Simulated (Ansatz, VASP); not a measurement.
**FeSi: VASP beside Ansatz**

```
CELL_PARAMETERS angstrom
4.57737 0.00000 0.00000
0.00000 4.57737 0.00000
0.00000 0.00000 4.57737
ATOMIC_POSITIONS crystal
Fe 0.13108 0.13108 0.13108
Fe 0.36892 0.86892 0.63108
Fe 0.63108 0.36892 0.86892
Fe 0.86892 0.63108 0.36892
Si 0.83857 0.83857 0.83857
Si 0.66143 0.16143 0.33857
Si 0.33857 0.66143 0.16143
Si 0.16143 0.33857 0.66143
```

Alike in both runs: functional PBE; k mesh 8 × 8 × 8; occupations gaussian, width 0.01 eV; no spin polarisation.

Ansatz relaxed the structure, and its values are those at the end. VASP's run is a single point on that final structure, the one shown.

|  | VASP | Ansatz |
| --- | --- | --- |
| version | VASP 6.6.1 | Ansatz 0.2.0 |
| potentials or method | VASP PAW PBE potentials, release 64 (Fe, Si), cutoff 520 eV | scalar-relativistic, all-electron LAPW |

```csv
,VASP,Ansatz,Ansatz less VASP
gap on the k mesh at the Fermi level (eV),0.17,0.17,+0.010
least direct gap on the mesh (eV),0.18,0.19,+0.010
pressure (GPa),-15.0,-15.1,-0.12
rms of the force components (eV/Å),0.011,0.001,-0.0101
```

Ansatz ran all-electron here, and VASP with PAW potentials.
